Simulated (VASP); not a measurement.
**SrCl2: single point with PBE**

Crystal: SrCl2.

```
Sr Cl
1.0
     0.19606    3.48550    3.48550
     3.68156    0.00000    3.68156
     3.48550    3.48550    0.19606
Sr Cl
1 2
Direct
  0.00000 0.00000 0.00000
  0.25000 0.25000 0.25000
  0.75000 0.75000 0.75000
```

This cell differs from its parent crystal: strain +0.1125 x Voigt [0, 0, 0, 0, 1, 0].

* Program: VASP 6.6.1
* Task: single point
* Functional: PBE
* Potentials or basis: VASP PAW PBE potentials, release 64 (Sr_sv, Cl)
* Cutoff: 520 eV
* k mesh: 6 × 6 × 6
* Occupations: gaussian, width 0.05 eV
* Spin: no spin polarisation

```json
{
  "Pressure": "1.8 GPa",
  "Largest force": "0.304 eV/Å",
  "Band gap on the k mesh": "5.36 eV, indirect (least direct gap 5.55 eV)"
}
```

Forces on the atoms (eV/Å):
```
Sr   0.000  0.000  0.000
Cl   0.000 -0.304  0.000
Cl   0.000  0.304  0.000
```

Stress tensor (GPa, compression positive):
```
 1.76  0.00 -1.79
 0.00  1.89  0.00
-1.79  0.00  1.76
```

Levels at points of the mesh, in eV from the valence-band top:
```tsv
k point	band 10	band 11	band 12	band 13	band 14	band 15
(0.00, 0.00, 0.00)	-0.39	-0.33	-0.25	5.36	6.10	6.18
(0.50, 0.00, 0.00)	-1.30	-1.09	-1.02	6.66	7.02	7.63
(0.00, 0.50, 0.00)	-1.33	-1.03	-0.96	6.54	6.85	7.40
(0.50, 0.50, 0.00)	-0.43	-0.42	-0.01	5.55	6.93	7.66
(0.50, 0.00, 0.50)	-0.66	-0.14	0.00	5.55	7.03	7.67
```

Wall time 3.5 min on 1 thread of AMD EPYC 7R13 (shared host), peak memory 0.24 GiB.

Caveat: the cell differs from its parent crystal (strain +0.1125 x Voigt [0, 0, 0, 0, 1, 0]). A k mesh can miss the band edges.
